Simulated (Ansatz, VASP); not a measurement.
## One calculation of W, two programs

```
CELL_PARAMETERS angstrom
-1.59180 1.59180 1.59180
1.59180 -1.59180 1.59180
1.59180 1.59180 -1.59180
ATOMIC_POSITIONS crystal
W 0.00000 0.00000 0.00000
```

Alike in both runs: functional PBE; k mesh 18 × 18 × 18; occupations gaussian, width 0.1 eV; no spin polarisation.

Ansatz relaxed the structure, and its values are those at the end. VASP's run is a single point on that final structure, the one shown.

```csv
,VASP,Ansatz
version,VASP 6.6.1,Ansatz 0.2.0
potentials or method,"VASP PAW PBE potentials, release 64 (W_sv), cutoff 520 eV","scalar-relativistic, plane waves, PAW"
valence electrons in the cell,14,14
```

```tsv
	VASP	Ansatz	Ansatz less VASP
gap on the k mesh at the Fermi level (eV)	none	none	-
pressure (GPa)	0.5	0.0	-0.48
```

A gap of «none» marks a metal or a gap that the smearing closes. With one functional, cell and mesh, what is left measures potentials, basis and numerics.

Spin-orbit coupling is off throughout.
